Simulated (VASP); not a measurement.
# AlNi (Pm-3m) in VASP: a series of runs

The runs below take AlNi through elastic constants, with PBEsol.

Program: VASP 6.6.1. These are calculated values, not measurements. Logs are shortened: lines on timing, memory, paths and dates and some standing lists are left out, and cuts for length are marked.

### 1 The cell of the first run

It takes space group Pm-3m (No. 221, cubic). The conventional cell has a = 2.841 Å, b = 2.841 Å, c = 2.841 Å, α = 90.00°, β = 90.00°, γ = 90.00°. Al (site symmetry m-3m) has 8 Ni at 2.46 Å and 6 Al at 2.84 Å within 3.2 Å. Ni (site symmetry m-3m) has 8 Al at 2.46 Å and 6 Ni at 2.84 Å within 3.2 Å.

### 2 Elastic constants, PBEsol

The input, INCAR:

```
SYSTEM = AlNi
ALGO = Normal
EDIFF = 1E-8
ENCUT = 600
GGA = PS
IBRION = 6
ISIF = 3
ISMEAR = -1
LASPH = .True.
LCHARG = .True.
LREAL = .False.
LWAVE = .False.
NELM = 100
NFREE = 2
NSW = 1
POTIM = 0.015
PREC = Accurate
SIGMA = 0.05
```

The input, KPOINTS:

```
k-points
0
Gamma
  16 16 16
  0 0 0
```

The input, POSCAR:

```
AlNi
1.0
    2.8412642513      0.0000000000      0.0000000000
    0.0000000000      2.8412642513      0.0000000000
    0.0000000000      0.0000000000      2.8412642513
Al Ni
1 1
Direct
    0.0000000000      0.0000000000      0.0000000000
    0.5000000000      0.5000000000      0.5000000000
```

Potentials or basis: VASP PAW PBE potentials, release 64 (Al, Ni).

Launch:

```sh
$ cat potpaw_PBE.64/Al/POTCAR potpaw_PBE.64/Ni/POTCAR > POTCAR
$ mpirun -np 1 vasp_std > vasp.out
```

OUTCAR:

```text
SYSTEM = AlNi
   EDIFF = 1E-8
   ENCUT = 600
   GGA = PS
   IBRION = 6
   ISIF = 3
   ISMEAR = -1
   LASPH = .True.
   LREAL = .False.
   NELM = 100
   NFREE = 2
   NSW = 1
   POTIM = 0.015
   PREC = Accurate

 ion  position               nearest neighbor table
   1  0.000  0.000  0.000-   2 2.46   2 2.46   2 2.46   2 2.46   2 2.46   2 2.46   2 2.46   2 2.46

   2  0.500  0.500  0.500-   1 2.46   1 2.46   1 2.46   1 2.46   1 2.46   1 2.46   1 2.46   1 2.46

  LATTYP: Found a simple cubic cell.
 ALAT       =     2.8412642513

  Lattice vectors:

 A1 = (   2.8412642513,   0.0000000000,   0.0000000000)
 A2 = (   0.0000000000,   2.8412642513,   0.0000000000)
 A3 = (   0.0000000000,   0.0000000000,   2.8412642513)

Analysis of symmetry for initial positions (statically):
=====================================================================
 Subroutine PRICEL returns:
 Original cell was already a primitive cell.

 Routine SETGRP: Setting up the symmetry group for a
 simple cubic supercell.

 Subroutine GETGRP returns: Found 48 space group operations
 (whereof 48 operations were pure point group operations)
 out of a pool of 48 trial point group operations.

The static configuration has the point symmetry O_h .

Analysis of symmetry for dynamics (positions and initial velocities):
=====================================================================
 Subroutine PRICEL returns:
 Original cell was already a primitive cell.

 Routine SETGRP: Setting up the symmetry group for a
 simple cubic supercell.

 Subroutine GETGRP returns: Found 48 space group operations
 (whereof 48 operations were pure point group operations)
 out of a pool of 48 trial point group operations.

The dynamic configuration has the point symmetry O_h .

 Subroutine INISYM returns: Found 48 space group operations
 (whereof 48 operations are pure point group operations),
 and found     1 'primitive' translations

----------------------------------------------------------------------------------------

                                     Primitive cell

  volume of cell :      22.9369

  direct lattice vectors                    reciprocal lattice vectors
     2.841264251  0.000000000  0.000000000     0.351956000  0.000000000  0.000000000
     0.000000000  2.841264251  0.000000000     0.000000000  0.351956000  0.000000000
     0.000000000  0.000000000  2.841264251     0.000000000  0.000000000  0.351956000

  length of vectors
     2.841264251  2.841264251  2.841264251     0.351956000  0.351956000  0.351956000

  position of ions in fractional coordinates (direct lattice)
     0.000000000  0.000000000  0.000000000
     0.500000000  0.500000000  0.500000000

  ion indices of the primitive-cell ions
   primitive index   ion index
                 1           1
                 2           2

----------------------------------------------------------------------------------------

 KPOINTS: k-points

Automatic generation of k-mesh.
 Grid dimensions read from file:
 generate k-points for:   16   16   16

 Generating k-lattice:

[... 105 lines left out ...]
  ---------------------------------------------------
  ext. energy  EPLUGINS =         0.00000000
  ---------------------------------------------------
  free energy    TOTEN  =       -11.58337321 eV

  energy without entropy =      -11.57716094  energy(sigma->0) =      -11.58026707

------------------------ aborting loop because EDIFF is reached ----------------------------------------

  FORCE on cell =-STRESS in cart. coord.  units (eV):
  Direction    XX          YY          ZZ          XY          YZ          ZX
  --------------------------------------------------------------------------------------
  -------------------------------------------------------------------------------------
  Total        0.5857062      0.5857062      0.5857062      0.0000000      0.0000000     -0.0000000
  in kB       40.9124550     40.9124550     40.9124550      0.0000000      0.0000000     -0.0000000
  external PRESSURE =      40.9124550 kB  Pullay stress =       0.0000000 kB
[... 89 lines left out ...]
  FREE ENERGIE OF THE ION-ELECTRON SYSTEM (eV)
  ---------------------------------------------------
  free  energy   TOTEN  =       -11.5702454204 eV

  energy  without entropy=      -11.5639759385  energy(sigma->0) =      -11.56711068

[... ionic steps 4 to 14 ...]

--------------------------------------- Ionic step       15  -------------------------------------------

 number of electron      12.9999999 magnetization

------------------------ aborting loop because EDIFF is reached ----------------------------------------
[... 67 lines left out ...]
--------------------------------------- Ionic step       17  -------------------------------------------

 number of electron      13.0000000 magnetization

 Free energy of the ion-electron system (eV)
  ---------------------------------------------------
  ext. energy  EPLUGINS =         0.00000000
  ---------------------------------------------------
  free energy    TOTEN  =       -11.58260658 eV

  energy without entropy =      -11.57639490  energy(sigma->0) =      -11.57950074

 E-fermi :  10.4579     XC(G=0): -12.3697

 val. band max:       10.4508436843   @ k =   0.4375   0.3125   0.5000
 cond. band min:      10.4640685365   @ k =   0.3125   0.1250   0.3750
 fundamental gap:      0.0132248521
 Fermi energy:        10.4578614474

 k-point     1 :       0.0000    0.0000    0.0000
  band No.  band energies     occupation
      1      -0.9834      2.00000
      2       7.0148      2.00000
      3       7.0150      2.00000
      4       8.8279      2.00000
      5       8.8282      2.00000
      6       8.8282      2.00000
      7      16.1319      0.00000
      8      16.1319      0.00000
      9      16.1319      0.00000
     10      18.7389      0.00000
[... 287 lines left out ...]
 k-point    24 :       0.5000    0.1250    0.0000
  band No.  band energies     occupation
      1       3.5594      2.00000
      2       3.7268      2.00000
      3       7.5848      2.00000
      4       8.0123      2.00000
      5       8.1084      2.00000
      6       8.8155      2.00000
      7       9.7806      2.00000
      8      17.5587      0.00000
      9      18.5346      0.00000
     10      21.1083      0.00000

 [... further k-points ...]
[... 5 lines left out ...]
  --------------------------------------------------------------------------------------
  -------------------------------------------------------------------------------------
  Total        0.5870377      0.5891986      0.5891986      0.0000000     -0.0000000     -0.0000000
  in kB       41.0054613     41.1563996     41.1563996      0.0000000     -0.0000000     -0.0000000
  external PRESSURE =      41.1060868 kB  Pullay stress =       0.0000000 kB
[... 17 lines left out ...]
  FREE ENERGIE OF THE ION-ELECTRON SYSTEM (eV)
  ---------------------------------------------------
  free  energy   TOTEN  =       -11.5826065815 eV

  energy  without entropy=      -11.5763949006  energy(sigma->0) =      -11.57950074

 INTERNAL STRAIN TENSORS FROM STRAINED CELLS
 ============================================

 INTERNAL STRAIN TENSOR FOR ION    1 for displacements in x,y,z  (eV/Angst):
          X           Y           Z          XY          YZ          ZX
  --------------------------------------------------------------------------------
  x     0.00000     0.00000     0.00000     0.00000     0.00000    -0.00000
  y     0.00000     0.00000     0.00000     0.00000     0.00000     0.00000
  z     0.00000     0.00000     0.00000     0.00000     0.00000     0.00000

 INTERNAL STRAIN TENSORS FROM DISPLACED ATOMS
 ============================================

 INTERNAL STRAIN TENSOR FOR ION    1 for displacements in x,y,z  (eV/Angst):
          X           Y           Z          XY          YZ          ZX
  --------------------------------------------------------------------------------
  x     0.00000     0.00000     0.00000     0.00000     0.00000     0.00000
  y     0.00000     0.00000     0.00000     0.00000     0.00000     0.00000
  z     0.00000     0.00000     0.00000     0.00000     0.00000     0.00000

 INTERNAL STRAIN TENSOR FOR ION    2 for displacements in x,y,z  (eV/Angst):
          X           Y           Z          XY          YZ          ZX
  --------------------------------------------------------------------------------
  x     0.00000     0.00000     0.00000     0.00000     0.00000     0.00000
  y     0.00000     0.00000     0.00000     0.00000     0.00000     0.00000
  z     0.00000     0.00000     0.00000     0.00000     0.00000     0.00000

 Eigenvectors and eigenvalues of the dynamical matrix
 ----------------------------------------------------

   1 f  =    9.486320 THz    59.604305 2PiTHz  316.429566 cm-1    39.232248 meV
             X         Y         Z           dx          dy          dz
      0.000000  0.000000  0.000000    -0.827574    0.000000    0.000000
      1.420632  1.420632  1.420632     0.561356   -0.000000    0.000000
[... 21 lines left out ...]
   6 f/i=    0.001874 THz     0.011774 2PiTHz    0.062509 cm-1     0.007750 meV
             X         Y         Z           dx          dy          dz
      0.000000  0.000000  0.000000    -0.000000    0.190791    0.527939
      1.420632  1.420632  1.420632    -0.000000    0.281272    0.778309

--------------------------------------------------------------------------------------------------------

 ELASTIC MODULI CONTR FROM IONIC RELAXATION (kBar)
 Direction    XX          YY          ZZ          XY          YZ          ZX
 --------------------------------------------------------------------------------
 XX           0.0000      0.0000      0.0000      0.0000      0.0000      0.0000
 YY           0.0000      0.0000      0.0000      0.0000      0.0000      0.0000
 ZZ           0.0000      0.0000      0.0000      0.0000      0.0000      0.0000
 XY           0.0000      0.0000      0.0000      0.0000      0.0000      0.0000
 YZ           0.0000      0.0000      0.0000      0.0000      0.0000      0.0000
 ZX           0.0000      0.0000      0.0000      0.0000      0.0000      0.0000
 --------------------------------------------------------------------------------

 TOTAL ELASTIC MODULI (kBar)
 Direction    XX          YY          ZZ          XY          YZ          ZX
 --------------------------------------------------------------------------------
 XX        2530.9555   1522.9011   1522.9011     -0.0000      0.0000      0.0000
 YY        1522.9011   2530.9555   1522.9011     -0.0000      0.0000     -0.0000
 ZZ        1522.9011   1522.9011   2530.9555      0.0000      0.0000      0.0000
 XY          -0.0000     -0.0000      0.0000   1349.4802      0.0000      0.0000
 YZ           0.0000      0.0000      0.0000      0.0000   1349.4802      0.0000
 ZX           0.0000     -0.0000      0.0000      0.0000      0.0000   1349.4802
 --------------------------------------------------------------------------------
```

It took 36 min on 1 thread of Intel Xeon 8259CL, shared host; peak memory 0.71 GiB.

What came out:

| Item | Value |
| --- | --- |
| Elastic constants C11, C12, C44 | 253, 152, 135 GPa |
| Voigt bulk modulus | 186 GPa |
| Highest phonon frequency at Γ | 316 cm⁻¹ |

Phonon frequencies in cm⁻¹ (negative: imaginary):
```
              q point        frequencies
(0.000, 0.000, 0.000)  0 0 0 316 316 316
```

Elastic tensor in Voigt notation (GPa, in the Cartesian axes of the cell as first typed):
```
253 152 152   0   0   0
152 253 152   0   0   0
152 152 253   0   0   0
  0   0   0 135   0   0
  0   0   0   0 135   0
  0   0   0   0   0 135
```

Clamped-ion elastic tensor (GPa):
```
253 152 152   0   0   0
152 253 152   0   0   0
152 152 253   0   0   0
  0   0   0 135   0   0
  0   0   0   0 135   0
  0   0   0   0   0 135
```

Caveat: the cell is under stress, which shifts elastic constants; the PAW data sets were made with another functional, which shifts forces and pressure a little. Spin polarisation is off, so any magnetic state and its effect on volume and gap are missing.

(Part 1 of 2 ends here.)
